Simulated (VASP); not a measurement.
Zr:

```
CELL_PARAMETERS angstrom
3.23200 0.00000 0.00000
-1.61600 2.79899 0.00000
0.00000 0.00000 5.14700
ATOMIC_POSITIONS crystal
Zr 0.66667 0.33333 0.75000
Zr 0.33333 0.66667 0.25000
```

- Program: VASP 6.6.1
- Task: relaxation of cell and atoms
- Functional: PBE
- Dispersion: D3(BJ)
- Potentials or basis: VASP PAW PBE potentials, release 64 (Zr_sv)
- Cutoff: 600 eV
- k mesh: 9 × 9 × 5
- Occupations: fermi-dirac, width 0.05 eV
- Spin: no spin polarisation

At the start: pressure -3.3 GPa; volume 23.28 Å³/atom.

Q: Where does the relaxation end?

A: Over 8 steps the energy falls by 9.1 meV/atom and the volume is 22.46 Å³/atom (-3.5 %); space group P6_3/mmc (No. 194, to 0.05 Å).

The path:
```tsv
step	energy change (eV)	largest force (eV/Å)	pressure (GPa)	volume (Å³)
1	0.0000	0.0000	-3.29	46.56
2	-0.0012	0.0000	3.61	43.41
3	-0.0176	0.0000	0.03	44.93
4	-0.0176	0.0000	0.11	44.90
5	-0.0182	0.0000	0.07	44.90
6	-0.0182	0.0000	0.06	44.90
7	-0.0182	0.0000	-0.06	44.95
8	-0.0182	0.0000	0.00	44.92
```

Final structure:
```xyz
2
Lattice="3.1818 0.0000 0.0000 -1.5909 2.7555 0.0000 0.0000 0.0000 5.1239" Properties=species:S:1:pos:R:3 pbc="T T T"
Zr    1.5909    0.9185    3.8429
Zr    0.0000    1.8370    1.2810
```

Caveat: pairwise dispersion overbinds metals, which lowers pressure and volume.
